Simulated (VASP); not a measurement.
Crystal: BAs.

```
B As
1.0
     3.14541    0.00000    0.00000
     0.00000    3.14541    0.00000
     0.00000    0.00000    2.70382
B As
1 1
Direct
  0.50000 0.50000 0.50000
  0.00000 0.00000 0.50000
```

The cell was built from a structure type or drawn by symmetry, and may not be a known phase.

```yaml
Program: VASP 6.6.1
Task: relaxation of cell and atoms
Functional: PBE
Potentials_or_basis: VASP PAW PBE potentials, release 64 (B, As)
Cutoff: 600 eV
k_mesh: 18 × 18 × 20
Occupations: gaussian, width 0.1 eV
Spin: no spin polarisation
```

At the start: pressure -1.7 GPa; volume 13.38 Å³/atom.

**Question.** Where does the relaxation end?

**Answer.** Over 6 steps the energy falls by 4.3 meV/atom and the volume is 13.07 Å³/atom (-2.2 %); space group P4/mmm (No. 123, to 0.1 Å) before and after.

The path:
| step | energy change (eV) | largest force (eV/Å) | pressure (GPa) | volume (Å³) |
| --- | --- | --- | --- | --- |
| 1 | 0.0000 | 0.0000 | -1.73 | 26.75 |
| 2 | -0.0059 | 0.0000 | 0.27 | 26.19 |
| 3 | -0.0062 | 0.0000 | 0.84 | 26.05 |
| 4 | -0.0086 | 0.0000 | 0.27 | 26.07 |
| 5 | -0.0086 | 0.0000 | 0.25 | 26.07 |
| 6 | -0.0086 | 0.0000 | -0.09 | 26.15 |

Final structure:
```
B As
1.0
     3.15163    0.00000    0.00000
     0.00000    3.15163    0.00000
     0.00000    0.00000    2.63258
B As
1 1
Direct
  0.50000 0.50000 0.50000
  0.00000 0.00000 0.50000
```
